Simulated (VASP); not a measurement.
# SiP5 (F-43m) in VASP: a series of runs

The runs below take SiP5 through single point, with PBE.

Everything below comes from runs of VASP 6.6.1. Logs are shortened: lines on timing, memory, paths and dates and some standing lists are left out, and cuts for length are marked.

**1. The cell of the first run**

The structure is cubic, space group F-43m (No. 216). Conventional cell: a = 7.135 Å, b = 7.135 Å, c = 7.135 Å, α = 90.00°, β = 90.00°, γ = 90.00°. Within 3.9 Å of Si (site symmetry -43m) lie 16 P at 2.96 to 3.09 Å. P (site symmetry 3m) has 9 P at 2.52 to 2.96 Å and 3 Si at 2.96 Å within 3.3 Å. Within 3.9 Å of P (site symmetry -43m) lie 12 P at 2.96 Å and 4 Si at 3.09 Å.

**2. Single point, PBE**

INCAR reads:

```
ALGO = Normal
EDIFF = 1E-6
ENCUT = 500
GGA = PE
GGA_COMPAT = False
ISIF = 2
ISMEAR = 0
LASPH = True
LCHARG = False
LREAL = False
LWAVE = False
NBANDS = 24
NELM = 120
PREC = Accurate
SIGMA = 0.2
```

KPOINTS reads:

```
k-points
0
Gamma
  4 4 4
```

POSCAR reads:

```
SiP5
1.0
    0.0000000000      3.5676754107      3.5676754107
    3.5676754107      0.0000000000      3.5676754107
    3.5676754107      3.5676754107      0.0000000000
Si P
1 5
Direct
    0.0000000000      0.0000000000      0.0000000000
    0.3753144036      0.3753144036      0.8740567893
    0.3753144036      0.8740567893      0.3753144036
    0.8740567893      0.3753144036      0.3753144036
    0.3753144036      0.3753144036      0.3753144036
    0.7500000000      0.7500000000      0.7500000000
```

Potentials or basis: VASP PAW PBE potentials, release 64 (Si, P).

Run with:

```bash
cat potpaw_PBE.64/Si/POTCAR potpaw_PBE.64/P/POTCAR > POTCAR
mpirun -np 1 vasp_std > vasp.out
```

OUTCAR:

```text
EDIFF = 1E-6
   ENCUT = 500
   GGA = PE
   ISIF = 2
   ISMEAR = 0
   LASPH = True
   LREAL = False
   NELM = 120
   PREC = Accurate

 ion  position               nearest neighbor table
   1  0.000  0.000  0.000-   3 2.96   4 2.96   2 2.96   4 2.96   2 2.96   3 2.96   5 2.96   5 2.96
                             5 2.96   2 2.96   3 2.96   4 2.96
   2  0.375  0.375  0.874-   3 2.52   4 2.52   5 2.52   5 2.53   3 2.53   4 2.53   6 2.96   6 2.96
                             6 2.96   1 2.96   1 2.96   1 2.96
   3  0.375  0.874  0.375-   2 2.52   4 2.52   5 2.52   2 2.53   5 2.53   4 2.53   6 2.96   6 2.96
                             6 2.96   1 2.96   1 2.96   1 2.96
   4  0.874  0.375  0.375-   2 2.52   3 2.52   5 2.52   5 2.53   2 2.53   3 2.53   6 2.96   6 2.96
                             6 2.96   1 2.96   1 2.96   1 2.96
   5  0.375  0.375  0.375-   2 2.52   3 2.52   4 2.52   2 2.53   3 2.53   4 2.53   6 2.96   6 2.96
                             6 2.96   1 2.96   1 2.96   1 2.96
   6  0.750  0.750  0.750-   2 2.96   3 2.96   4 2.96   5 2.96   5 2.96   5 2.96   3 2.96   4 2.96
                             2 2.96   2 2.96   4 2.96   3 2.96

  LATTYP: Found a face centered cubic cell.
 ALAT       =     7.1353508214

  Lattice vectors:

 A1 = (   0.0000000000,   3.5676754107,   3.5676754107)
 A2 = (   3.5676754107,   0.0000000000,   3.5676754107)
 A3 = (   3.5676754107,   3.5676754107,   0.0000000000)

Analysis of symmetry for initial positions (statically):
=====================================================================
 Subroutine PRICEL returns:
 Original cell was already a primitive cell.

 Routine SETGRP: Setting up the symmetry group for a
 face centered cubic supercell.

 Subroutine GETGRP returns: Found 24 space group operations
 (whereof 24 operations were pure point group operations)
 out of a pool of 48 trial point group operations.

The static configuration has the point symmetry T_d .

Analysis of symmetry for dynamics (positions and initial velocities):
=====================================================================
 Subroutine PRICEL returns:
 Original cell was already a primitive cell.

 Routine SETGRP: Setting up the symmetry group for a
 face centered cubic supercell.

 Subroutine GETGRP returns: Found 24 space group operations
 (whereof 24 operations were pure point group operations)
 out of a pool of 48 trial point group operations.

The dynamic configuration has the point symmetry T_d .
[... 91 lines left out ...]
   LREAL  =      F    real-space projection
   EDIFFG = 0.1E-04   stopping-criterion for IOM
   NSW    =      0    number of steps for IOM
   IBRION =     -1    ionic relax: 0-MD 1-quasi-New 2-CG
   NFREE  =      0    steps in history (QN), initial steepest desc. (CG)
   ISIF   =      2    stress and relaxation
   ISYM   =      2    0-nonsym 1-usesym 2-fastsym
   POTIM  = 0.5000    time-step for ionic-motion
   TEBEG  =    0.0;   TEEND  =   0.0 temperature during run
   PSTRESS=    0.0 pullay stress
   NELECT =      29.0000    total number of electrons
   NUPDOWN=      -1.0000    fix difference up-down
   EMIN   =  10.00;   EMAX   =-10.00  energy-range for DOS
   EFERMI =   0.00;   METHOD = LEGACY
   ISMEAR =     0;   SIGMA  =   0.20  broadening in eV -4-tet -1-fermi 0-gaus
   EFERMI_NEDOS =   21; number of points for ismear=-14 and -15
   IALGO  =     38    algorithm
   IMIX   =      4    mixing-type and parameters
     AMIX     =   0.40;   BMIX     =  1.00
     AMIX_MAG =   1.60;   BMIX_MAG =  1.00
  volume/ion in A,a.u.               =      15.14       102.15
  Fermi-wavevector in a.u.,A,eV,Ry     =   1.118954  2.114516 17.035279  1.252058
  Thomas-Fermi vector in A             =   2.255589
   LORBIT       =      0    0 simple, 1 ext, 2 COOP (PROOUT), +10 PAW based schemes
   GGA     = PE    functional components
   LHFCALC =     F    Hartree Fock is set to
   AEXX    =    0.0000 exact exchange contribution
   IVDW    =     0    specifies the selected vdW correction
   LEPSILON=     F    determine dielectric tensor
   LRPA    =     F    only Hartree local field effects (RPA)
 non-spin polarized calculation
 Gauss-broadening in eV      SIGMA  =   0.20
  energy-cutoff  :      500.00
  volume of cell :       90.82
 maximum number of plane-waves:      2332
 NGX is ok and might be reduce to    40
   NGX = 19   NGY = 19   NGZ = 19

 number of electron      29.0000002 magnetization

 Free energy of the ion-electron system (eV)
  ---------------------------------------------------
  ext. energy  EPLUGINS =         0.00000000
  ---------------------------------------------------
  free energy    TOTEN  =       -27.67718578 eV

  energy without entropy =      -27.63595239  energy(sigma->0) =      -27.65656909

 E-fermi :   9.7183     XC(G=0): -11.2191

 val. band max:        9.6229866966   @ k =   0.5000   0.5000   0.0000
 cond. band min:       9.7944448870   @ k =   0.2500   0.0000   0.0000
 fundamental gap:      0.1714581905
 Fermi energy:         9.7182939602

 k-point     1 :       0.0000    0.0000    0.0000
  band No.  band energies     occupation
      1      -6.8882      2.00000
      2      -0.1181      2.00000
      3       0.5425      2.00000
      4       0.5870      2.00000
      5       0.5870      2.00000
      6       0.5870      2.00000
[... 205 lines left out ...]
     23      12.6667      0.00000
     24      13.0396      0.00000

------------------------ aborting loop because EDIFF is reached ----------------------------------------

  FORCE on cell =-STRESS in cart. coord.  units (eV):
  Direction    XX          YY          ZZ          XY          YZ          ZX
  --------------------------------------------------------------------------------------
  -------------------------------------------------------------------------------------
  Total       -0.2243471     -0.2243471     -0.2243471      0.0000000      0.0000000      0.0000000
  in kB       -3.9577206     -3.9577206     -3.9577206      0.0000000      0.0000000      0.0000000
  external PRESSURE =      -3.9577206 kB  Pullay stress =       0.0000000 kB

 VOLUME and BASIS-vectors are now :
 -----------------------------------------------------------------------------
  energy-cutoff  :      500.00
  volume of cell :       90.82
      direct lattice vectors                 reciprocal lattice vectors
     0.000000000  3.567675411  3.567675411    -0.140147279  0.140147279  0.140147279
     3.567675411  0.000000000  3.567675411     0.140147279 -0.140147279  0.140147279
     3.567675411  3.567675411  0.000000000     0.140147279  0.140147279 -0.140147279

 POSITION                                       TOTAL-FORCE (eV/Angst)
 -----------------------------------------------------------------------------------
      0.00000      0.00000      0.00000         0.000000      0.000000      0.000000
      4.45735      4.45735      2.67800        -0.026423     -0.026423      0.026423
      4.45735      2.67800      4.45735        -0.026423      0.026423     -0.026423
      2.67800      4.45735      4.45735         0.026423     -0.026423     -0.026423
      2.67800      2.67800      2.67800         0.026423      0.026423      0.026423
      5.35151      5.35151      5.35151         0.000000      0.000000      0.000000
 -----------------------------------------------------------------------------------
    total drift:                               -0.000000     -0.000000     -0.000000

  FREE ENERGIE OF THE ION-ELECTRON SYSTEM (eV)
  ---------------------------------------------------
  free  energy   TOTEN  =       -27.6771857822 eV

  energy  without entropy=      -27.6359523913  energy(sigma->0) =      -27.65656909
```

OSZICAR:

```text
N       E                     dE             d eps       ncg     rms          rms(c)
DAV:   1     0.769856162804E+02    0.76986E+02   -0.11741E+04   384   0.983E+02
DAV:   2    -0.223692353720E+02   -0.99355E+02   -0.93784E+02   512   0.162E+02
DAV:   3    -0.277157938373E+02   -0.53466E+01   -0.52142E+01   512   0.348E+01
DAV:   4    -0.277871160650E+02   -0.71322E-01   -0.71207E-01   472   0.494E+00
DAV:   5    -0.277880259949E+02   -0.90993E-03   -0.90982E-03   496   0.491E-01    0.997E+00
DAV:   6    -0.276982954225E+02    0.89731E-01   -0.99567E-02   448   0.142E+00    0.585E+00
DAV:   7    -0.276779004820E+02    0.20395E-01   -0.67269E-02   480   0.112E+00    0.512E-01
DAV:   8    -0.276771184020E+02    0.78208E-03   -0.51420E-03   480   0.381E-01    0.181E-01
DAV:   9    -0.276771754310E+02   -0.57029E-04   -0.47613E-04   496   0.106E-01    0.876E-02
DAV:  10    -0.276771844748E+02   -0.90438E-05   -0.32310E-05   480   0.290E-02    0.195E-02
DAV:  11    -0.276771861311E+02   -0.16563E-05   -0.63512E-06   480   0.139E-02    0.487E-03
DAV:  12    -0.276771857822E+02    0.34890E-06   -0.79342E-07   264   0.438E-03
   1 F= -.27677186E+02 E0= -.27656569E+02  d E =-.412334E-01
```

Run time: 38 s. Hardware: 1 thread of Intel Xeon 8259CL, shared host; peak memory 0.22 GiB.

Results:

| Property | Result |
| --- | --- |
| Free energy | -27.6772 eV |
| Pressure | -0.4 GPa |
| Largest force | 0.046 eV/Å |

Forces on the atoms (eV/Å):
```
Si   0.000  0.000  0.000
P   -0.026 -0.026  0.026
P   -0.026  0.026 -0.026
P    0.026 -0.026 -0.026
P    0.026  0.026  0.026
P    0.000  0.000  0.000
```

Levels at points of the mesh, in eV from the Fermi level:
| k point | band 13 | band 14 | band 15 | band 16 | band 17 | band 18 |
| --- | --- | --- | --- | --- | --- | --- |
| (0.00, 0.00, 0.00) | -3.29 | -3.29 | -3.29 | 2.87 | 2.87 | 2.87 |
| (0.50, 0.00, 0.00) | -2.50 | -2.50 | 0.19 | 0.38 | 1.36 | 1.36 |
| (0.50, 0.50, 0.00) | -1.84 | -1.77 | -0.75 | -0.48 | -0.10 | 0.65 |

Caveat: the k points lie up to 0.38 Å⁻¹ apart.

[end of part 1 of 2]
